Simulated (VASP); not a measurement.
Wanted: the native input for a VASP 6.6.1 run.

```yaml
Task: single point
Functional: PBE
Potentials_or_basis: VASP PAW PBE potentials, release 64 (In_d, P)
Cutoff: 520 eV
k_mesh: 4 × 4 × 4
Occupations: gaussian, width 0.01 eV
Spin: no spin polarisation
Dipole_correction: no
Further_INCAR_settings: ALGO = Normal; EDIFF = 1e-06; NBANDS = 16
```

The structure of InP lies in POSCAR:

```
InP
1.0
    0.0000000000      2.9980944654      2.9038910740
    2.9980944654      0.0000000000      2.9038910740
    2.9980944654      2.9980944654      0.0000000000
In P
1 1
Direct
    0.0000000000      0.0000000000      0.0000000000
    0.2500000000      0.2500000000      0.2500000000
```

This cell differs from its parent crystal: epitaxial xy strain +1.5%.

One way to write it, as run:

INCAR

```
ALGO = Normal
EDIFF = 1E-6
ENCUT = 520
GGA = PE
ISIF = 2
ISMEAR = 0
LASPH = T
LCHARG = T
LELF = T
LREAL = F
LVHAR = T
LWAVE = F
NBANDS = 16
NELM = 80
PREC = Accurate
SIGMA = 0.01
```

KPOINTS

```
k-points
0
Gamma
  4 4 4
```

Potentials or basis: VASP PAW PBE potentials, release 64 (In_d, P).

Run with:

```bash
$ cat potpaw_PBE.64/In_d/POTCAR potpaw_PBE.64/P/POTCAR > POTCAR
$ mpirun -np 1 vasp_std > vasp.out
```

It gave:

| Quantity | Value |
| --- | --- |
| Pressure | 0.9 GPa |
| Band gap on the k mesh | 0.40 eV, direct |

Caveat: the k points lie up to 0.46 Å⁻¹ apart; the cell differs from its parent crystal (epitaxial xy strain +1.5%); spin-orbit coupling is left out, which moves the levels of the heavy elements.

Wall time 11 s on 1 thread of Intel(R) Xeon(R) Platinum 8488C (Sapphire Rapids), on a shared host, peak memory 0.17 GiB.
